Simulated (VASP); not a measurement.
MgI2: single point with PBE+D3(BJ)

The system is MgI2, a sheet with vacuum.

```xyz
6
Lattice="4.1291 0.0000 0.0000 -2.0646 3.5759 0.0000 0.0000 0.0000 44.2065" Properties=species:S:1:pos:R:3 pbc="T T T"
Mg    0.0000    0.0000    8.5633
Mg    0.0000    2.3839   15.4367
I     0.0000    2.3839   10.2409
I     2.0646    1.1920    6.8819
I     2.0646    1.1920   17.1181
I     0.0000    0.0000   13.7592
```

```json
{"Program": "VASP 6.6.1", "Task": "single point", "Functional": "PBE", "Dispersion": "D3(BJ)", "Potentials or basis": "VASP PAW PBE potentials, release 64 (Mg, I)", "Cutoff": "520 eV", "k mesh": "6 × 6 × 1", "Occupations": "gaussian, width 0.02 eV", "Spin": "no spin polarisation", "Dipole correction": "yes", "Further INCAR settings": "ALGO = Normal; EDIFF = 1e-07; NBANDS = 25"}
```

The largest force is 0.011 eV/Å, the band gap on the k mesh is 3.44 eV, indirect (least direct gap 3.88 eV) and the dispersion energy per atom is -0.273 eV. The ionisation potential of the upper face is 6.33 eV.

Forces on the atoms (eV/Å):
```
Mg   0.000  0.000 -0.002
Mg   0.000  0.000  0.002
I    0.000  0.000 -0.008
I    0.000  0.000  0.011
I    0.000  0.000 -0.011
I    0.000  0.000  0.008
```

Levels at points of the mesh, in eV from the valence-band top:
```tsv
k point	band 12	band 13	band 14	band 15	band 16	band 17	band 18	band 19	band 20	band 21
(0.00, 0.00, 0.00)	-0.28	-0.05	-0.05	0.00	0.00	3.94	4.42	4.87	4.95	5.96
(0.50, 0.00, 0.00)	-1.17	-0.99	-0.58	-0.56	-0.44	3.44	3.74	5.25	5.31	5.54
```

Wall time 120 s on 1 thread of AMD EPYC 9R45 (Zen 5), with other jobs on the host, peak memory 0.69 GiB.

Caveat: spin-orbit coupling is left out, which moves the levels of the heavy elements.
